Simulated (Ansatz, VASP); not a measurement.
**InO in VASP and in Ansatz**

```xyz
4
Lattice="3.6263 0.0000 0.0000 -1.8131 3.1405 0.0000 0.0000 0.0000 15.8771" Properties=species:S:1:pos:R:3 pbc="T T T"
In    1.8131    1.0468    9.3678
In    1.8131    1.0468    6.5093
O     0.0000    0.0000   10.1592
O     0.0000    0.0000    5.7179
```

Change from the starting cell: strain +0.050 along x and y, +0.000 along z, atoms carried along.

Alike in both runs: task single point; functional PBE; k mesh 12 × 12 × 2; occupations gaussian, width 0.03 eV; no spin polarisation.

|  | VASP | Ansatz |
| --- | --- | --- |
| version | VASP 6.6.1 | Ansatz 0.2.0 |
| potentials or method | VASP PAW PBE potentials, release 64 (In_d, O), cutoff 520 eV | scalar-relativistic, plane waves, PAW |
| valence electrons in the cell | 38 | 38 |

VASP gave:

| Quantity | Value |
| --- | --- |
| gap on the k mesh at the Fermi level (eV) | 0.30 |
| least direct gap on the mesh (eV) | 0.74 |
| rms of the force components (eV/Å) | 0.399 |

Question: Estimate Ansatz's values.

Answer: gap on the k mesh at the Fermi level (eV): 0.32; least direct gap on the mesh (eV): 0.74; rms of the force components (eV/Å): 0.413.

Atom by atom the forces differ by 0.014 eV/Å (rms over components).
